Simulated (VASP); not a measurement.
# Co (P6_3/mmc) in VASP: further runs, part 2 of 2

VASP 6.6.1. The steps go on from the part before.

## Step 3: Single point, RPBE, collinear spin, ferromagnetic start (volume scaled by 0.96)

INCAR

```
PREC     = Accurate       # precision mode
ENCUT    = 520            # plane-wave cutoff, eV
EDIFF    = 1E-6           # SCF threshold, eV
ISMEAR   = -1             # smearing method
SIGMA    = 0.05           # smearing width, eV
LREAL    = False          # projectors in reciprocal space
LASPH    = True           # aspherical terms in the spheres
NELM     = 150            # most SCF steps
ALGO     = Normal         # electronic algorithm
ISIF     = 2              # what is computed and relaxed
LWAVE    = False          # write WAVECAR
LCHARG   = False          # write CHGCAR
ISPIN    = 2              # spin polarisation
MAGMOM   = 1.748 1.748 1.764 1.764 # initial moments
LORBIT   = 11             # projections on sites
LMAXMIX  = 4              # l up to which the mixer works
GGA      = RP             # functional
NBANDS   = 30             # bands
```

KPOINTS

```
Automatic mesh
0
Gamma
  16 16 5
```

POSCAR

```
Co
1.0
    2.4844912530      0.0000000000      0.0000000000
   -1.2422456265      2.1516325406      0.0000000000
    0.0000000000      0.0000000000      8.0612358758
Co
4
Direct
    0.0000000000      0.0000000000      0.0000000000
    0.0000000000      0.0000000000      0.5000000000
    0.3333333333      0.6666666667      0.2500000000
    0.6666666667      0.3333333333      0.7500000000
```

Potentials or basis: VASP PAW PBE potentials, release 64 (Co).

Started as:

```bash
$ cat potpaw_PBE.64/Co/POTCAR > POTCAR
$ mpirun -np 1 vasp_std > vasp.out
```

OUTCAR:

```text
PREC = Accurate
   ENCUT = 520
   EDIFF = 1E-6
   ISMEAR = -1
   LREAL = False
   LASPH = True
   NELM = 150
   ISIF = 2
   ISPIN = 2
   LORBIT = 11
   GGA = RP

 ion  position               nearest neighbor table
   1  0.000  0.000  0.000-   3 2.47   4 2.47   4 2.47   3 2.47   4 2.47   3 2.47
   2  0.000  0.000  0.500-   3 2.47   4 2.47   4 2.47   3 2.47   4 2.47   3 2.47
   3  0.333  0.667  0.250-   1 2.47   2 2.47   1 2.47   2 2.47   1 2.47   2 2.47
   4  0.667  0.333  0.750-   1 2.47   2 2.47   1 2.47   2 2.47   1 2.47   2 2.47

  LATTYP: Found a hexagonal cell.
 ALAT       =     2.4844912530
 C/A-ratio  =     3.2446223612

  Lattice vectors:

 A1 = (   2.4844912530,   0.0000000000,   0.0000000000)
 A2 = (  -1.2422456265,   2.1516325406,   0.0000000000)
 A3 = (   0.0000000000,   0.0000000000,   8.0612358758)

Analysis of symmetry for initial positions (statically):
=====================================================================
 Subroutine PRICEL returns:
 Original cell was already a primitive cell.

 Routine SETGRP: Setting up the symmetry group for a
 hexagonal supercell.

 Subroutine GETGRP returns: Found 24 space group operations
 (whereof 12 operations were pure point group operations)
 out of a pool of 24 trial point group operations.

The static configuration has the point symmetry D_3d.
 The point group associated with its full space group is D_6h.

Analysis of symmetry for dynamics (positions and initial velocities):
=====================================================================
 Subroutine PRICEL returns:
 Original cell was already a primitive cell.

 Routine SETGRP: Setting up the symmetry group for a
 hexagonal supercell.

 Subroutine GETGRP returns: Found 24 space group operations
 (whereof 12 operations were pure point group operations)
 out of a pool of 24 trial point group operations.

The dynamic configuration has the point symmetry D_3d.
 The point group associated with its full space group is D_6h.

Analysis of structural, dynamic, and magnetic symmetry:
=====================================================================
 Subroutine PRICEL returns:
 Original cell was already a primitive cell.

 Routine SETGRP: Setting up the symmetry group for a
 hexagonal supercell.

 Subroutine GETGRP returns: Found 24 space group operations
 (whereof 12 operations were pure point group operations)
 out of a pool of 24 trial point group operations.

The overall configuration has the point symmetry D_3d.
 The point group associated with its full space group is D_6h.

 Subroutine INISYM returns: Found 24 space group operations
 (whereof 12 operations are pure point group operations),
 and found     1 'primitive' translations

----------------------------------------------------------------------------------------

                                     Primitive cell

  volume of cell :      43.0930

  direct lattice vectors                    reciprocal lattice vectors
     2.484491253  0.000000000  0.000000000     0.402496889  0.232381687  0.000000000
    -1.242245626  2.151632541  0.000000000     0.000000000  0.464763374  0.000000000
     0.000000000  0.000000000  8.061235876     0.000000000  0.000000000  0.124050458

  length of vectors
[... 84 lines left out ...]
   ENCUT  =  520.0 eV  38.22 Ry    6.18 a.u.   4.62  4.62 14.99*2*pi/ulx,y,z
   NELM   =    150;   NELMIN=  2; NELMDL= -5     # of ELM steps
   EDIFF  = 0.1E-05   stopping-criterion for ELM
   LREAL  =      F    real-space projection
   EDIFFG = 0.1E-04   stopping-criterion for IOM
   NSW    =      0    number of steps for IOM
   IBRION =     -1    ionic relax: 0-MD 1-quasi-New 2-CG
   NFREE  =      0    steps in history (QN), initial steepest desc. (CG)
   ISIF   =      2    stress and relaxation
   ISYM   =      2    0-nonsym 1-usesym 2-fastsym
   POTIM  = 0.5000    time-step for ionic-motion
   TEBEG  =    0.0;   TEEND  =   0.0 temperature during run
   PSTRESS=    0.0 pullay stress
   NELECT =      36.0000    total number of electrons
   NUPDOWN=      -1.0000    fix difference up-down
   EMIN   =  10.00;   EMAX   =-10.00  energy-range for DOS
   EFERMI =   0.00;   METHOD = LEGACY
   ISMEAR =    -1;   SIGMA  =   0.05  broadening in eV -4-tet -1-fermi 0-gaus
   EFERMI_NEDOS =   21; number of points for ismear=-14 and -15
   IALGO  =     38    algorithm
   IMIX   =      4    mixing-type and parameters
     AMIX     =   0.40;   BMIX     =  1.00
     AMIX_MAG =   1.60;   BMIX_MAG =  1.00
  volume/ion in A,a.u.               =      10.77        72.70
  Fermi-wavevector in a.u.,A,eV,Ry     =   1.541842  2.913659 32.344822  2.377277
  Thomas-Fermi vector in A             =   2.647731
   LORBIT       =     11    0 simple, 1 ext, 2 COOP (PROOUT), +10 PAW based schemes
   GGA     = RP    functional components
   LHFCALC =     F    Hartree Fock is set to
   AEXX    =    0.0000 exact exchange contribution
   IVDW    =     0    specifies the selected vdW correction
   LEPSILON=     F    determine dielectric tensor
   LRPA    =     F    only Hartree local field effects (RPA)
 spin polarized calculation
  energy-cutoff  :      520.00
  volume of cell :       43.09
 maximum number of plane-waves:      1175
   NGX =  9   NGY =  9   NGZ = 29

 number of electron      36.0000006 magnetization       6.4732559

 Free energy of the ion-electron system (eV)
  ---------------------------------------------------
  ext. energy  EPLUGINS =         0.00000000
  ---------------------------------------------------
  free energy    TOTEN  =       -26.02174464 eV

  energy without entropy =      -25.99014944  energy(sigma->0) =      -26.00594704

 E-fermi :  10.5689     XC(G=0): -13.3360

 val. band max:       10.5625058180   @ k =   0.1250   0.1250   0.4000
 cond. band min:      10.5712724537   @ k =   0.3125   0.1250   0.2000
 fundamental gap:      0.0087666357
 Fermi energy:        10.5688732424

 spin component 1

 k-point     1 :       0.0000    0.0000    0.0000
  band No.  band energies     occupation
      1       1.5717      1.00000
      2       3.8012      1.00000
      3       3.8231      1.00000
      4       5.3413      1.00000
      5       7.5249      1.00000
      6       7.5547      1.00000
[... 781 lines left out ...]
     29      22.4927      0.00000
     30      24.0226      0.00000

 [... further k-points ...]

 spin component 2

 k-point     1 :       0.0000    0.0000    0.0000
  band No.  band energies     occupation
      1       1.5201      1.00000
      2       3.8351      1.00000
      3       3.8376      1.00000
      4       6.2620      1.00000
      5       8.8756      1.00000
      6       8.9431      1.00000
[... 781 lines left out ...]
     29      22.9821      0.00000
     30      24.4456      0.00000

 [... further k-points ...]

------------------------ aborting loop because EDIFF is reached ----------------------------------------

  FORCE on cell =-STRESS in cart. coord.  units (eV):
  Direction    XX          YY          ZZ          XY          YZ          ZX
  --------------------------------------------------------------------------------------
  -------------------------------------------------------------------------------------
  Total        1.9804967      1.9804967      1.9879386      0.0000000      0.0000000      0.0000000
  in kB       73.6338505     73.6338505     73.9105338      0.0000000      0.0000000      0.0000000
  external PRESSURE =      73.7260782 kB  Pullay stress =       0.0000000 kB

 VOLUME and BASIS-vectors are now :
 -----------------------------------------------------------------------------
  energy-cutoff  :      520.00
  volume of cell :       43.09
      direct lattice vectors                 reciprocal lattice vectors
     2.484491253  0.000000000  0.000000000     0.402496889  0.232381687  0.000000000
    -1.242245626  2.151632541  0.000000000     0.000000000  0.464763374  0.000000000
     0.000000000  0.000000000  8.061235876     0.000000000  0.000000000  0.124050458

 POSITION                                       TOTAL-FORCE (eV/Angst)
 -----------------------------------------------------------------------------------
      0.00000      0.00000      0.00000        -0.000000      0.000000     -0.000000
      0.00000      0.00000      4.03062        -0.000000      0.000000     -0.000000
     -0.00000      1.43442      2.01531        -0.000000      0.000000     -0.000000
      1.24225      0.71721      6.04593         0.000000     -0.000000      0.000000
 -----------------------------------------------------------------------------------
    total drift:                                0.000000     -0.000000      0.000000

  FREE ENERGIE OF THE ION-ELECTRON SYSTEM (eV)
  ---------------------------------------------------
  free  energy   TOTEN  =       -26.0217446435 eV

  energy  without entropy=      -25.9901494366  energy(sigma->0) =      -26.00594704

 total charge

# of ion       s       p       d       tot
------------------------------------------
    1        0.495   0.529   7.266   8.290
    2        0.495   0.529   7.266   8.290
    3        0.494   0.532   7.258   8.284
    4        0.494   0.532   7.258   8.284
--------------------------------------------------
tot          1.978   2.123  29.049  33.150

 magnetization (x)

# of ion       s       p       d       tot
------------------------------------------
    1       -0.016  -0.056   1.702   1.629
    2       -0.016  -0.056   1.702   1.629
    3       -0.015  -0.057   1.722   1.649
    4       -0.015  -0.057   1.722   1.649
--------------------------------------------------
tot         -0.062  -0.228   6.847   6.557
```

Run time: 1.9 min. Hardware: 1 thread of Intel Xeon 6975P-C (Granite Rapids), shared host; peak memory 0.27 GiB.

Results:

| Property | Result |
| --- | --- |
| Free energy | -26.0217 eV |
| Pressure | 7.4 GPa |
| Net moment | 6.47 μB per cell |
| Site moments | Co +1.63, +1.65 μB |
| Valence electrons inside the program's atomic spheres | Co 8.29, 8.28 |

Levels at points of the mesh, in eV from the Fermi level:
Spin up:
```
           k point  band 19  band 20  band 21  band 22  band 23  band 24
(0.00, 0.00, 0.00)    -1.57    -1.24    -1.24    -0.85    -0.85    -0.18
(0.50, 0.00, 0.00)    -0.60    -0.58     0.25     1.38     2.43     3.07
```
Spin down:
| k point | band 11 | band 12 | band 13 | band 14 | band 15 | band 16 | band 17 | band 18 |
| --- | --- | --- | --- | --- | --- | --- | --- | --- |
| (0.00, 0.00, 0.00) | -1.09 | -0.85 | -0.85 | -0.81 | -0.81 | -0.29 | 0.05 | 0.05 |
| (0.50, 0.00, 0.00) | -0.79 | -0.12 | -0.07 | 0.45 | 1.16 | 1.21 | 1.21 | 1.22 |

Caveat: the cell differs from its parent crystal (volume scaled by 0.96); the PAW data sets were made with another functional, which shifts forces and pressure a little.

## Step 4: Single point, RPBE, collinear spin, ferromagnetic start

This run uses another cell than the first one, of 11.22 Å³/atom, 0.926 times its volume.

INCAR

```
SYSTEM = Co
PREC = Accurate
ENCUT = 520
EDIFF = 1E-6
ISMEAR = -1
SIGMA = 0.05
LREAL = .False.
LASPH = .True.
NELM = 150
ALGO = Normal
ISIF = 2
LWAVE = .False.
LCHARG = .False.
ISPIN = 2
MAGMOM = 1.748 1.748 1.764 1.764
LORBIT = 11
LMAXMIX = 4
GGA = RP
NBANDS = 30
```

KPOINTS

```
regular mesh
0
Gamma
  16 16 5
  0 0 0
```

POSCAR

```
Co
1.0
    2.5185296095      0.0000000000      0.0000000000
   -1.2592648048      2.1811106220      0.0000000000
    0.0000000000      0.0000000000      8.1716774884
Co
4
Direct
    0.0000000000      0.0000000000      0.0000000000
    0.0000000000      0.0000000000      0.5000000000
    0.3333333333      0.6666666667      0.2500000000
    0.6666666667      0.3333333333      0.7500000000
```

Started as:

```bash
$ cat potpaw_PBE.64/Co/POTCAR > POTCAR
$ mpirun -np 1 vasp_std > vasp.out
```

Run time: 2.2 min. Hardware: 1 thread of Intel Xeon 6975P-C (Granite Rapids), shared host; peak memory 0.29 GiB.

Results (log left out):

- Free energy: -26.0559 eV
- Pressure: -0.9 GPa
- Net moment: 6.63 μB per cell
- Site moments: Co +1.68, +1.70 μB
- Valence electrons inside the program's atomic spheres: Co 8.21

Stress tensor (GPa, compression positive):
```
-0.74  0.00  0.00
 0.00 -0.74  0.00
 0.00  0.00 -1.14
```

Levels at points of the mesh, in eV from the Fermi level:
Spin up:
| k point | band 19 | band 20 | band 21 | band 22 | band 23 | band 24 |
| --- | --- | --- | --- | --- | --- | --- |
| (0.00, 0.00, 0.00) | -1.61 | -1.30 | -1.30 | -0.92 | -0.92 | -0.15 |
| (0.50, 0.00, 0.00) | -0.69 | -0.67 | 0.24 | 1.34 | 2.27 | 2.90 |
Spin down:
```csv
k point,band 10,band 11,band 12,band 13,band 14,band 15,band 16,band 17,band 18,band 19
"(0.00, 0.00, 0.00)",-1.05,-1.01,-0.77,-0.77,-0.74,-0.74,-0.28,0.08,0.08,0.39
"(0.50, 0.00, 0.00)",-1.08,-0.72,-0.09,-0.04,0.44,1.12,1.17,1.17,1.17,1.23
```

Caveat: the PAW data sets were made with another functional, which shifts forces and pressure a little.

## Step 5: Overview

```csv
cell,gap on the mesh (eV),pressure (GPa),moment (μB)
"a = 2.584, b = 2.584, c = 8.384 Å, angles 90.0, 90.0, 120.0°, 4 atoms",none,-12.5,6.90
"a = 2.484, b = 2.484, c = 8.061 Å, angles 90.0, 90.0, 120.0°, 4 atoms",none,7.4,6.47
"a = 2.519, b = 2.519, c = 8.172 Å, angles 90.0, 90.0, 120.0°, 4 atoms",none,-0.9,6.63
```

Alike in all rows: task single point; level RPBE; potentials or basis VASP PAW PBE potentials, release 64 (Co); spin collinear, ferromagnetic start; k mesh 16 × 16 × 5; cutoff (eV) 520; smearing fermi-dirac 0.05 eV.

Caveats: the PAW data sets were made with another functional, which shifts forces and pressure a little.

Total energies depend on the potentials used, so only differences within one code and one set of settings carry meaning.
